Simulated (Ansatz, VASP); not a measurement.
Two plane-wave programs on BaTe

```
Ba Te
1.0
     0.00000    0.00000   -4.40996
     2.40395   -4.16376    0.00000
    -7.21185   -4.16376    0.00000
Ba Te
2 2
Direct
  0.00000 0.50000 0.83333
  0.00000 0.00000 0.33333
  0.50000 0.00000 0.66667
  0.50000 0.50000 0.16667
```

Alike in both runs: task single point; functional PBE; k mesh 4 × 4 × 2; occupations gaussian, width 0.1 eV; no spin polarisation.

```csv
,VASP,Ansatz
version,VASP 6.6.1,Ansatz 0.2.0
potentials or method,"VASP PAW PBE potentials, release 64 (Ba_sv, Te), cutoff 500 eV","scalar-relativistic, plane waves, PAW"
valence electrons in the cell,32,52
```

Ansatz gave:

```
gap on the k mesh at the Fermi level (eV)                     : 1.52
least direct gap on the mesh (eV)                             : 1.52
pressure (GPa)                                                : 0.0
traceless stress, the component that is largest in VASP (GPa) : 0.07
```

Task: Estimate VASP's values.

Result: gap on the k mesh at the Fermi level (eV): 1.46; least direct gap on the mesh (eV): 1.46; pressure (GPa): 0.4; traceless stress, the component that is largest in VASP (GPa): 0.12.

VASP's potentials hold 32 valence electrons a cell and Ansatz's 52, so a difference there can come from the potentials and not from the codes.

Neither program's run includes spin-orbit coupling.
